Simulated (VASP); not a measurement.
# ZnSe (I-4m2) in VASP: notebook, part 2 of 2

VASP 6.6.1.

## 3. Single point, LDA (22.43 Å³/atom)

This run uses another cell than the first one, of 22.43 Å³/atom.

Contents of INCAR:

```
PREC     = Accurate       # precision mode
ENCUT    = 520            # plane-wave cutoff, eV
EDIFF    = 1E-6           # SCF threshold, eV
ISMEAR   = 0              # smearing method
SIGMA    = 0.05           # smearing width, eV
LREAL    = False          # projectors in reciprocal space
LASPH    = True           # aspherical terms in the spheres
NELM     = 60             # most SCF steps
ALGO     = Normal         # electronic algorithm
ISIF     = 2              # what is computed and relaxed
LWAVE    = False          # write WAVECAR
LCHARG   = False          # write CHGCAR
GGA      = CA             # functional
NBANDS   = 16             # bands
```

Contents of KPOINTS:

```
Automatic mesh
0
Gamma
  10 10 10
```

Contents of POSCAR:

```
ZnSe
1.0
    0.0000000000      2.9365808200      2.7638407718
    2.7638407718      0.0000000000      2.7638407718
    2.7638407718      2.9365808200      0.0000000000
Zn Se
1 1
Direct
    0.0000000000      0.0000000000      0.0000000000
    0.7500000000      0.7500000000      0.7500000000
```

Potentials or basis: VASP PAW LDA potentials, release 64 (Zn, Se).

Started as:

```bash
cat potpaw_LDA.64/Zn/POTCAR potpaw_LDA.64/Se/POTCAR > POTCAR
mpirun -np 1 vasp_std > vasp.out
```

OUTCAR:

```text
PREC = Accurate
   ENCUT = 520
   EDIFF = 1E-6
   ISMEAR = 0
   LREAL = False
   LASPH = True
   NELM = 60
   ISIF = 2
   GGA = CA

 ion  position               nearest neighbor table
   1  0.000  0.000  0.000-   2 2.44   2 2.44   2 2.44   2 2.44
   2  0.750  0.750  0.750-   1 2.44   1 2.44   1 2.44   1 2.44

  LATTYP: Found a body centered tetragonal cell.
 ALAT       =     3.9086611037
 C/A-ratio  =     1.5026019100

  Lattice vectors:

 A1 = (   0.0000000000,  -2.9365808200,   2.7638407718)
 A2 = (   0.0000000000,  -2.9365808200,  -2.7638407718)
 A3 = (   2.7638407718,   2.9365808200,   0.0000000000)

Analysis of symmetry for initial positions (statically):
=====================================================================
 Subroutine PRICEL returns:
 Original cell was already a primitive cell.

 Routine SETGRP: Setting up the symmetry group for a
 body centered tetragonal supercell.

 Subroutine GETGRP returns: Found  8 space group operations
 (whereof  8 operations were pure point group operations)
 out of a pool of 16 trial point group operations.

The static configuration has the point symmetry D_2d.

[... 161 lines left out ...]
 E-fermi :   1.9482     XC(G=0):  -9.7657

 val. band max:        1.7148586497   @ k =   0.0000   0.0000   0.0000
 cond. band min:       2.7426614099   @ k =   0.0000   0.0000   0.0000
 fundamental gap:      1.0278027602
 Fermi energy:         1.9481551108

 k-point     1 :       0.0000    0.0000    0.0000
  band No.  band energies     occupation
      1     -11.7422      2.00000
      2      -5.1112      2.00000
      3      -5.0827      2.00000
      4      -5.0827      2.00000
      5      -4.7313      2.00000
      6      -4.7179      2.00000
[... 433 lines left out ...]
      3      -4.9331      2.00000
      4      -4.8862      2.00000
      5      -4.6992      2.00000
      6      -4.6650      2.00000
[... 8 lines left out ...]
     15      14.6910      0.00000
     16      16.4590      0.00000

 [... further k-points ...]

------------------------ aborting loop because EDIFF is reached ----------------------------------------

  FORCE on cell =-STRESS in cart. coord.  units (eV):
  Direction    XX          YY          ZZ          XY          YZ          ZX
  --------------------------------------------------------------------------------------
  -------------------------------------------------------------------------------------
  Total       -0.4014779     -1.1409869     -0.4014779      0.0000000     -0.0000000      0.0000000
  in kB      -14.3375270    -40.7467754    -14.3375270      0.0000000     -0.0000000      0.0000000
  external PRESSURE =     -23.1406098 kB  Pullay stress =       0.0000000 kB

 VOLUME and BASIS-vectors are now :
 -----------------------------------------------------------------------------
  energy-cutoff  :      520.00
  volume of cell :       44.86
      direct lattice vectors                 reciprocal lattice vectors
     0.000000000  2.936580820  2.763840772    -0.180907672  0.170266044  0.180907672
     2.763840772  0.000000000  2.763840772     0.180907672 -0.170266044  0.180907672
     2.763840772  2.936580820  0.000000000     0.180907672  0.170266044 -0.180907672

 POSITION                                       TOTAL-FORCE (eV/Angst)
 -----------------------------------------------------------------------------------
      0.00000      0.00000      0.00000         0.000000      0.000000      0.000000
      4.14576      4.40487      4.14576        -0.000000     -0.000000     -0.000000
 -----------------------------------------------------------------------------------
    total drift:                                0.000001     -0.000000      0.000001

  FREE ENERGIE OF THE ION-ELECTRON SYSTEM (eV)
  ---------------------------------------------------
  free  energy   TOTEN  =        -7.3476114959 eV

  energy  without entropy=       -7.3476114959  energy(sigma->0) =       -7.34761150
```

OSZICAR:

```text
N       E                     dE             d eps       ncg     rms          rms(c)
DAV:   1     0.877638527529E+02    0.87764E+02   -0.87849E+03  3264   0.129E+03
DAV:   2    -0.209348425787E+01   -0.89857E+02   -0.84740E+02  3744   0.257E+02
DAV:   3    -0.761106262164E+01   -0.55176E+01   -0.54969E+01  3864   0.622E+01
DAV:   4    -0.765706330835E+01   -0.46001E-01   -0.45995E-01  4152   0.602E+00
DAV:   5    -0.765729571213E+01   -0.23240E-03   -0.23240E-03  4072   0.385E-01    0.490E+00
DAV:   6    -0.737799793206E+01    0.27930E+00   -0.55376E-01  4768   0.249E+01    0.372E+00
DAV:   7    -0.735256309359E+01    0.25435E-01   -0.14634E-01  4056   0.368E+00    0.155E+00
DAV:   8    -0.734814081861E+01    0.44223E-02   -0.32583E-03  5056   0.742E-01    0.407E-01
DAV:   9    -0.734760036462E+01    0.54045E-03   -0.90121E-04  3776   0.243E-01    0.581E-02
DAV:  10    -0.734761757271E+01   -0.17208E-04   -0.10361E-04  4192   0.106E-01    0.165E-02
DAV:  11    -0.734761142622E+01    0.61465E-05   -0.13404E-05  4864   0.585E-02    0.394E-03
DAV:  12    -0.734761149591E+01   -0.69684E-07   -0.21374E-06  3648   0.101E-02
   1 F= -.73476115E+01 E0= -.73476115E+01  d E =-.197897E-13
```

Run time: 2 min. Hardware: 1 thread of Intel Xeon 8259CL, shared host; peak memory 0.2 GiB.

What came out:

| Quantity | Value |
| --- | --- |
| Free energy | -7.3476 eV |
| Pressure | -2.3 GPa |
| Band gap on the k mesh | 1.03 eV |

Levels at points of the mesh, in eV from the valence-band top:
```tsv
k point	band 6	band 7	band 8	band 9	band 10	band 11	band 12	band 13
(0.00, 0.00, 0.00)	-6.43	-0.26	0.00	0.00	1.03	5.63	5.63	5.66
(0.50, 0.00, 0.00)	-6.28	-5.45	-1.16	-0.78	2.27	6.03	6.46	8.33
(0.50, 0.50, 0.00)	-6.23	-4.84	-2.49	-2.38	2.61	3.06	10.64	10.67
(0.50, 0.00, 0.50)	-6.30	-5.20	-2.10	-2.10	2.90	3.63	10.14	11.12
```

As with any semilocal functional, this LDA gap is likely too small.
